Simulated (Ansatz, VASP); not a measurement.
## Os: VASP beside Ansatz

The input INCAR:

```
SYSTEM = Os
PREC     = Accurate       ! precision mode
ENCUT    = 520            ! plane-wave cutoff, eV
EDIFF    = 1E-6           ! SCF threshold, eV
ISMEAR   = 0              ! smearing method
SIGMA    = 0.2            ! smearing width, eV
LREAL    = .False.        ! projectors in reciprocal space
LASPH    = .True.         ! aspherical terms in the spheres
NELM     = 80             ! most SCF steps
ALGO     = Normal         ! electronic algorithm
ISIF     = 2              ! what is computed and relaxed
LWAVE    = .False.        ! write WAVECAR
LCHARG   = .True.         ! write CHGCAR
GGA      = CA             ! functional
LELF     = .True.         ! ELF
LVHAR    = .True.       
NBANDS   = 15             ! bands
```

Contents of KPOINTS:

```
Automatic mesh
0
Gamma
  13 13 8
  0 0 0
```

POSCAR

```
Os
1.0
    2.7175247593      0.0000000000      0.0000000000
   -1.3587623796      2.3534454770      0.0000000000
    0.0000000000      0.0000000000      4.2844606214
Os
2
Direct
    0.3333333333      0.6666666667      0.2500000000
    0.6666666667      0.3333333333      0.7500000000
```

Input for Ansatz:

```yaml
crystal:
  lattice:
    - [2.7175247593, 0.0, 0.0]
    - [-1.3587623796, 2.353445477, 0.0]
    - [0.0, 0.0, 4.2844606214]
  atoms:
    - { symbol: Os, position: [0.3333333333, 0.6666666667, 0.25] }
    - { symbol: Os, position: [0.6666666667, 0.3333333333, 0.75] }
hamiltonian:
  xc: lda
  pseudopotentials:
    kind: paw
    azcp:
      Os: "pseudopotentials/Os.paw.azcp"
basis:
  ecutwfc: 420
  fft_grid_basis: typed
kpoints:
  mp_grid: { grid: [13, 13, 8], shift: [0, 0, 0] }
magnetization:
  spin_polarized: false
scf:
  occupations: { method: gaussian, width: 0.2 }
  lower_state_search: "off"
output:
  stress: true
```

Alike in both runs: task single point; functional LDA; k mesh 13 × 13 × 8; occupations gaussian, width 0.2 eV; no spin polarisation.

```csv
,VASP,Ansatz
version,VASP 6.6.1,Ansatz 0.2.0
potentials or method,"VASP PAW LDA potentials, release 64 (Os), cutoff 520 eV","plane waves (420 eV) with PAW, scalar-relativistic"
valence electrons in the cell,16,32
```

Ansatz gave:

- pressure (GPa): 0.0
- traceless stress, the component that is largest in VASP (GPa): -0.68

Which values does VASP return?

Pressure (GPa): 1.0; traceless stress, the component that is largest in VASP (GPa): -0.78.

Ansatz warns that its potentials were made for another functional, while VASP's fit it. LDA's correlation is that of Perdew and Zunger in VASP and of Perdew and Wang (1992) in Ansatz. VASP's potentials hold 16 valence electrons a cell and Ansatz's 32, so a difference there can come from the potentials and not from the codes.

Spin-orbit coupling is off throughout.
